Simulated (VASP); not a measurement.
# Al2Pt (Fm-3m) in VASP: notebook

The runs below take Al2Pt through single point, with PBEsol.

Everything below comes from runs of VASP 6.6.1. Logs are shortened: lines on timing, memory, paths and dates and some standing lists are left out, and cuts for length are marked.

## (1) The cell of the first run

It takes space group Fm-3m (No. 225, cubic). The conventional cell has a = 5.897 Å, b = 5.897 Å, c = 5.897 Å, α = 90.00°, β = 90.00°, γ = 90.00°. Within 3.4 Å of Al (site symmetry -43m) lie 4 Pt at 2.55 Å and 6 Al at 2.95 Å. Pt (site symmetry m-3m) has 8 Al at 2.55 Å within 3.4 Å.

## (2) Single point, PBEsol

Contents of INCAR:

```
SYSTEM = Al2Pt
  PREC = Accurate
  ENCUT = 520
  EDIFF = 1E-6
  ISMEAR = 0
  SIGMA = 0.1
  LREAL = .FALSE.
  LASPH = .TRUE.
  NELM = 80
  ALGO = Normal
  ISIF = 2
  LWAVE = .FALSE.
  LCHARG = .FALSE.
  GGA = PS
  NBANDS = 15
```

Contents of KPOINTS:

```
Automatic mesh
0
G
  12 12 12
  0 0 0
```

Contents of POSCAR:

```
Al2Pt
1.0
    0.0000000000      2.9482572954      2.9482572954
    2.9482572954      0.0000000000      2.9482572954
    2.9482572954      2.9482572954      0.0000000000
Al Pt
2 1
Direct
    0.2500000000      0.2500000000      0.2500000000
    0.7500000000      0.7500000000      0.7500000000
    0.0000000000      0.0000000000      0.0000000000
```

Potentials or basis: VASP PAW PBE potentials, release 64 (Al, Pt).

Started as:

```bash
$ cat potpaw_PBE.64/Al/POTCAR potpaw_PBE.64/Pt/POTCAR > POTCAR
$ mpirun -np 1 vasp_std > vasp.out
```

OUTCAR:

```text
SYSTEM = Al2Pt
   PREC = Accurate
   ENCUT = 520
   EDIFF = 1E-6
   ISMEAR = 0
   LREAL = .FALSE.
   LASPH = .TRUE.
   NELM = 80
   ISIF = 2
   GGA = PS

 ion  position               nearest neighbor table
   1  0.250  0.250  0.250-   3 2.55   3 2.55   3 2.55   3 2.55   2 2.95   2 2.95   2 2.95   2 2.95
                             2 2.95   2 2.95
   2  0.750  0.750  0.750-   3 2.55   3 2.55   3 2.55   3 2.55   1 2.95   1 2.95   1 2.95   1 2.95
                             1 2.95   1 2.95
   3  0.000  0.000  0.000-   1 2.55   2 2.55   2 2.55   2 2.55   2 2.55   1 2.55   1 2.55   1 2.55

  LATTYP: Found a face centered cubic cell.
 ALAT       =     5.8965145908

  Lattice vectors:

 A1 = (   0.0000000000,   2.9482572954,   2.9482572954)
 A2 = (   2.9482572954,   0.0000000000,   2.9482572954)
 A3 = (   2.9482572954,   2.9482572954,   0.0000000000)

Analysis of symmetry for initial positions (statically):
=====================================================================
 Subroutine PRICEL returns:
 Original cell was already a primitive cell.

 Routine SETGRP: Setting up the symmetry group for a
 face centered cubic supercell.

 Subroutine GETGRP returns: Found 48 space group operations
 (whereof 48 operations were pure point group operations)
 out of a pool of 48 trial point group operations.

The static configuration has the point symmetry O_h .

Analysis of symmetry for dynamics (positions and initial velocities):
=====================================================================
 Subroutine PRICEL returns:
 Original cell was already a primitive cell.

 Routine SETGRP: Setting up the symmetry group for a
 face centered cubic supercell.

 Subroutine GETGRP returns: Found 48 space group operations
 (whereof 48 operations were pure point group operations)
 out of a pool of 48 trial point group operations.

The dynamic configuration has the point symmetry O_h .

 Subroutine INISYM returns: Found 48 space group operations
 (whereof 48 operations are pure point group operations),
 and found     1 'primitive' translations

----------------------------------------------------------------------------------------

                                     Primitive cell

  volume of cell :      51.2538

  direct lattice vectors                    reciprocal lattice vectors
     0.000000000  2.948257295  2.948257295    -0.169591711  0.169591711  0.169591711
     2.948257295  0.000000000  2.948257295     0.169591711 -0.169591711  0.169591711
     2.948257295  2.948257295  0.000000000     0.169591711  0.169591711 -0.169591711

  length of vectors
     4.169465453  4.169465453  4.169465453     0.293741460  0.293741460  0.293741460

  position of ions in fractional coordinates (direct lattice)
     0.250000000  0.250000000  0.250000000
     0.750000000  0.750000000  0.750000000
     0.000000000  0.000000000  0.000000000

  ion indices of the primitive-cell ions
   primitive index   ion index
                 1           1
                 2           2
                 3           3

----------------------------------------------------------------------------------------

 KPOINTS: Automatic mesh

Automatic generation of k-mesh.
 Grid dimensions read from file:
 generate k-points for:   12   12   12

 Generating k-lattice:

  Cartesian coordinates                     Fractional coordinates (reciprocal lattice)
    -0.014132643  0.014132643  0.014132643     0.083333333  0.000000000  0.000000000
     0.014132643 -0.014132643  0.014132643     0.000000000  0.083333333  0.000000000
     0.014132643  0.014132643 -0.014132643     0.000000000  0.000000000  0.083333333

  Length of vectors
     0.024478455  0.024478455  0.024478455

  Shift w.r.t. Gamma in fractional coordinates (k-lattice)
     0.000000000  0.000000000  0.000000000

 Subroutine IBZKPT returns following result:
 ===========================================

 Found     72 irreducible k-points:

 Following reciprocal coordinates:
            Coordinates               Weight
  0.000000  0.000000  0.000000      1.000000
  0.083333  0.000000  0.000000      8.000000
  0.166667  0.000000  0.000000      8.000000
  0.250000  0.000000  0.000000      8.000000
  0.333333  0.000000  0.000000      8.000000
  0.416667  0.000000  0.000000      8.000000
[... 16 lines left out ...]
  0.500000  0.166667  0.000000     24.000000
 -0.416667  0.166667  0.000000     24.000000
 [... further k-points ...]
   k-points           NKPTS =     72   k-points in BZ     NKDIM =     72   number of bands    NBANDS=     15
   number of dos      NEDOS =    301   number of ions     NIONS =      3
   total plane-waves  NPLWV =  32768
   dimension x,y,z NGX =    32 NGY =   32 NGZ =   32
   dimension x,y,z NGXF=    64 NGYF=   64 NGZF=   64
   ions per type =               2   1
   NGX,Y,Z   is equivalent  to a cutoff of  12.76, 12.76, 12.76 a.u.
   NGXF,Y,Z  is equivalent  to a cutoff of  25.52, 25.52, 25.52 a.u.
 SYSTEM =  Al2Pt
   PREC   = accura    normal or accurate (medium, high low for compatibility)
   ISTART =      0    job   : 0-new  1-cont  2-samecut
   ICHARG =      2    charge: 1-file 2-atom 10-const
   ISPIN  =      1    spin polarized calculation?
   LNONCOLLINEAR =      F non collinear calculations
   LSORBIT =      F    spin-orbit coupling
   LASPH  =      T    aspherical Exc in radial PAW
   ENCUT  =  520.0 eV  38.22 Ry    6.18 a.u.   7.75  7.75  7.75*2*pi/ulx,y,z
   NELM   =     80;   NELMIN=  2; NELMDL= -5     # of ELM steps
   EDIFF  = 0.1E-05   stopping-criterion for ELM
   LREAL  =      F    real-space projection
   EDIFFG = 0.1E-04   stopping-criterion for IOM
   NSW    =      0    number of steps for IOM
   IBRION =     -1    ionic relax: 0-MD 1-quasi-New 2-CG
   NFREE  =      0    steps in history (QN), initial steepest desc. (CG)
   ISIF   =      2    stress and relaxation
   ISYM   =      2    0-nonsym 1-usesym 2-fastsym
   POTIM  = 0.5000    time-step for ionic-motion
   TEBEG  =    0.0;   TEEND  =   0.0 temperature during run
   PSTRESS=    0.0 pullay stress
   NELECT =      16.0000    total number of electrons
   NUPDOWN=      -1.0000    fix difference up-down
   EMIN   =  10.00;   EMAX   =-10.00  energy-range for DOS
   EFERMI =   0.00;   METHOD = LEGACY
   ISMEAR =     0;   SIGMA  =   0.10  broadening in eV -4-tet -1-fermi 0-gaus
   EFERMI_NEDOS =   21; number of points for ismear=-14 and -15
   IALGO  =     38    algorithm
   IMIX   =      4    mixing-type and parameters
     AMIX     =   0.40;   BMIX     =  1.00
     AMIX_MAG =   1.60;   BMIX_MAG =  1.00
  volume/ion in A,a.u.               =      17.08       115.29
  Fermi-wavevector in a.u.,A,eV,Ry     =   1.110553  2.098642 16.780458  1.233329
  Thomas-Fermi vector in A             =   2.247106
   LORBIT       =      0    0 simple, 1 ext, 2 COOP (PROOUT), +10 PAW based schemes
   GGA     = PS    functional components
   LHFCALC =     F    Hartree Fock is set to
   AEXX    =    0.0000 exact exchange contribution
   IVDW    =     0    specifies the selected vdW correction
   LEPSILON=     F    determine dielectric tensor
   LRPA    =     F    only Hartree local field effects (RPA)
 non-spin polarized calculation
 Gauss-broadening in eV      SIGMA  =   0.10
  energy-cutoff  :      520.00
  volume of cell :       51.25
 maximum number of plane-waves:      1411
   NGX = 15   NGY = 15   NGZ = 15

 number of electron      16.0000000 magnetization

 Free energy of the ion-electron system (eV)
  ---------------------------------------------------
  ext. energy  EPLUGINS =         0.00000000
  ---------------------------------------------------
  free energy    TOTEN  =       -17.76671552 eV

  energy without entropy =      -17.76085928  energy(sigma->0) =      -17.76378740

 E-fermi :   7.8953     XC(G=0): -10.8421

 val. band max:        7.8883637764   @ k =   0.3333   0.2500   0.0000
 cond. band min:       7.9241819480   @ k =  -0.4167   0.2500   0.0000
 fundamental gap:      0.0358181716
 Fermi energy:         7.8952929606

 k-point     1 :       0.0000    0.0000    0.0000
  band No.  band energies     occupation
      1      -2.4134      2.00000
      2       2.7765      2.00000
      3       2.7765      2.00000
      4       2.7765      2.00000
      5       4.1420      2.00000
      6       4.1420      2.00000
      7      10.9135      0.00000
      8      11.6698      0.00000
      9      11.6698      0.00000
     10      11.6698      0.00000
     11      13.3362      0.00000
     12      13.3362      0.00000
     13      13.3362      0.00000
     14      14.2248      0.00000
     15      14.2248      0.00000

 k-point     2 :       0.0833    0.0000    0.0000
  band No.  band energies     occupation
      1      -2.3170      2.00000
      2       2.7195      2.00000
      3       2.8092      2.00000
      4       2.8092      2.00000
      5       4.1301      2.00000
      6       4.1301      2.00000
      7      10.3701      0.00000
      8      11.1235      0.00000
      9      11.4012      0.00000
     10      11.4012      0.00000
     11      13.6413      0.00000
     12      13.6413      0.00000
     13      13.9148      0.00000
     14      14.0337      0.00000
     15      14.0337      0.00000

 k-point     3 :       0.1667    0.0000    0.0000
  band No.  band energies     occupation
      1      -2.0325      2.00000
      2       2.5673      2.00000
      3       2.8945      2.00000
      4       2.8945      2.00000
      5       4.1105      2.00000
      6       4.1105      2.00000
      7       8.6350      0.00000
      8      10.8220      0.00000
      9      10.8220      0.00000
     10      11.3852      0.00000
     11      13.6136      0.00000
     12      13.6745      0.00000
     13      13.6745      0.00000
     14      14.3349      0.00000
     15      14.3349      0.00000
[... 343 lines left out ...]
 k-point    23 :       0.5000    0.1667    0.0000
  band No.  band energies     occupation
      1       0.1372      2.00000
      2       1.8080      2.00000
      3       3.0164      2.00000
      4       3.2907      2.00000
      5       4.1168      2.00000
      6       4.3455      2.00000
      7       4.3845      2.00000
      8       7.7378      1.97406
      9       8.2145      0.00001
     10      11.3076      0.00000
     11      13.7302      0.00000
     12      14.1694      0.00000
     13      14.5176      0.00000
     14      15.5883      0.00000
     15      17.9313      0.00000

 k-point    24 :      -0.4167    0.1667    0.0000
  band No.  band energies     occupation
      1       0.2445      2.00000
      2       1.7826      2.00000
      3       2.9874      2.00000
      4       3.3073      2.00000
      5       3.9017      2.00000
      6       4.2381      2.00000
      7       4.6229      2.00000
      8       7.3837      2.00000
      9       8.5296      0.00000
     10      11.3776      0.00000
     11      13.5411      0.00000
     12      13.9282      0.00000
     13      14.8329      0.00000
     14      16.7280      0.00000
     15      17.0603      0.00000

 [... further k-points ...]
[... 5 lines left out ...]
  --------------------------------------------------------------------------------------
  -------------------------------------------------------------------------------------
  Total       -0.0127673     -0.0127673     -0.0127673      0.0000000      0.0000000      0.0000000
  in kB       -0.3991030     -0.3991030     -0.3991030      0.0000000      0.0000000      0.0000000
  external PRESSURE =      -0.3991030 kB  Pullay stress =       0.0000000 kB

 VOLUME and BASIS-vectors are now :
 -----------------------------------------------------------------------------
  energy-cutoff  :      520.00
  volume of cell :       51.25
      direct lattice vectors                 reciprocal lattice vectors
     0.000000000  2.948257295  2.948257295    -0.169591711  0.169591711  0.169591711
     2.948257295  0.000000000  2.948257295     0.169591711 -0.169591711  0.169591711
     2.948257295  2.948257295  0.000000000     0.169591711  0.169591711 -0.169591711

 POSITION                                       TOTAL-FORCE (eV/Angst)
 -----------------------------------------------------------------------------------
      1.47413      1.47413      1.47413         0.000000      0.000000      0.000000
      4.42239      4.42239      4.42239        -0.000000     -0.000000     -0.000000
      0.00000      0.00000      0.00000        -0.000000     -0.000000     -0.000000
 -----------------------------------------------------------------------------------
    total drift:                                0.000000     -0.000000      0.000000

  FREE ENERGIE OF THE ION-ELECTRON SYSTEM (eV)
  ---------------------------------------------------
  free  energy   TOTEN  =       -17.7667155168 eV

  energy  without entropy=      -17.7608592825  energy(sigma->0) =      -17.76378740
```

It took 25 s on 1 thread of AMD EPYC 9R45 (Zen 5), shared host; peak memory 0.18 GiB.

What came out:

```
Free energy            : -17.7667 eV
Pressure               : 0.0 GPa
Band gap on the k mesh : zero (band 8 reaches 11.67 eV, above the bottom of band 9 at 6.25 eV)
```

Caveat: the PAW data sets were made with another functional, which shifts forces and pressure a little; spin-orbit coupling is left out, which moves the levels of the heavy elements.

## (3) Single point, PBEsol (volume scaled by 1.03)

Contents of INCAR:

```
PREC     = Accurate       # precision mode
ENCUT    = 520            # plane-wave cutoff, eV
EDIFF    = 1E-6           # SCF threshold, eV
ISMEAR   = 0              # smearing method
SIGMA    = 0.1            # smearing width, eV
LREAL    = F              # projectors in reciprocal space
LASPH    = T              # aspherical terms in the spheres
NELM     = 60             # most SCF steps
ALGO     = Normal         # electronic algorithm
ISIF     = 2              # what is computed and relaxed
LWAVE    = F              # write WAVECAR
LCHARG   = F              # write CHGCAR
GGA      = PS             # functional
NBANDS   = 15             # bands
```

Contents of KPOINTS:

```
Automatic mesh
0
Gamma
  12 12 12
```

Contents of POSCAR:

```
Al2Pt
1.0
    0.0000000000      2.9774498602      2.9774498602
    2.9774498602      0.0000000000      2.9774498602
    2.9774498602      2.9774498602      0.0000000000
Al Pt
2 1
Direct
    0.2500000000      0.2500000000      0.2500000000
    0.7500000000      0.7500000000      0.7500000000
    0.0000000000      0.0000000000      0.0000000000
```

Potentials or basis: VASP PAW PBE potentials, release 64 (Al, Pt).

Started as:

```bash
$ cat potpaw_PBE.64/Al/POTCAR potpaw_PBE.64/Pt/POTCAR > POTCAR
$ mpirun -np 1 vasp_std > vasp.out
```

Run time: 26 s. Hardware: 1 thread of AMD EPYC 9R45 (Zen 5), shared host; peak memory 0.18 GiB.

The run converged. Its results:

- Free energy: -17.7475 eV
- Pressure: -3.9 GPa
- Band gap on the k mesh: zero (band 8 reaches 11.30 eV, above the bottom of band 9 at 5.96 eV)

Levels at points of the mesh, in eV from the Fermi level:
```csv
k point,band 5,band 6,band 7,band 8,band 9,band 10,band 11,band 12
"(0.00, 0.00, 0.00)",-3.63,-3.63,2.79,3.75,3.75,3.75,5.27,5.27
"(0.50, 0.00, 0.00)",-3.68,-3.42,-3.42,0.99,0.99,3.67,5.04,5.04
"(0.50, 0.50, 0.00)",-3.73,-3.39,-3.15,-1.59,-1.59,2.98,3.26,8.04
```

Caveat: the PAW data sets were made with another functional, which shifts forces and pressure a little; spin-orbit coupling is left out, which moves the levels of the heavy elements.

## (4) Single point, PBEsol (volume scaled by 1.06)

Contents of INCAR:

```
PREC = Accurate ; ENCUT = 520
EDIFF = 1E-7 ; ISMEAR = 0
SIGMA = 0.1 ; LREAL = False
LASPH = True ; NELM = 100
ALGO = Normal ; ISIF = 2
LWAVE = False ; LCHARG = False
GGA = PS ; NBANDS = 15
```

Contents of KPOINTS:

```
regular mesh
0
Gamma
  12 12 12
```

Contents of POSCAR:

```
Al2Pt
1.0
    0.0000000000      3.0060809422      3.0060809422
    3.0060809422      0.0000000000      3.0060809422
    3.0060809422      3.0060809422      0.0000000000
Al Pt
2 1
Direct
    0.2500000000      0.2500000000      0.2500000000
    0.7500000000      0.7500000000      0.7500000000
    0.0000000000      0.0000000000      0.0000000000
```

Started as:

```bash
$ cat potpaw_PBE.64/Al/POTCAR potpaw_PBE.64/Pt/POTCAR > POTCAR
$ mpirun -np 1 vasp_std > vasp.out
```

It took 29 s on 1 thread of AMD EPYC 9R45 (Zen 5), shared host; peak memory 0.18 GiB.

The run converged. Its results:

```
Free energy            : -17.6940 eV
Pressure               : -7.2 GPa
Band gap on the k mesh : zero (band 8 reaches 10.95 eV, above the bottom of band 9 at 5.69 eV)
```

Levels at points of the mesh, in eV from the Fermi level:
```tsv
k point	band 5	band 6	band 7	band 8	band 9	band 10	band 11	band 12
(0.00, 0.00, 0.00)	-3.52	-3.52	2.58	3.73	3.73	3.73	5.12	5.12
(0.50, 0.00, 0.00)	-3.58	-3.32	-3.32	0.99	0.99	3.60	4.88	4.92
(0.50, 0.50, 0.00)	-3.63	-3.30	-3.06	-1.53	-1.53	2.79	3.22	8.02
```

Caveat: the PAW data sets were made with another functional, which shifts forces and pressure a little; spin-orbit coupling is left out, which moves the levels of the heavy elements.

## (5) Summary

```tsv
cell	gap on the mesh (eV)	pressure (GPa)
a = 4.169 Å, angles 60.0°, 3 atoms	none	0.0
a = 4.211 Å, angles 60.0°, 3 atoms	none	-3.9
a = 4.251 Å, angles 60.0°, 3 atoms	none	-7.2
```

Alike in all rows: task single point; level PBEsol; potentials or basis VASP PAW PBE potentials, release 64 (Al, Pt); no spin polarisation; k mesh 12 × 12 × 12; cutoff (eV) 520; smearing gaussian 0.1 eV.

Caveats: the PAW data sets were made with another functional, which shifts forces and pressure a little; spin-orbit coupling is left out, which moves the levels of the heavy elements.

Total energies depend on the potentials used, so only differences within one code and one set of settings carry meaning.
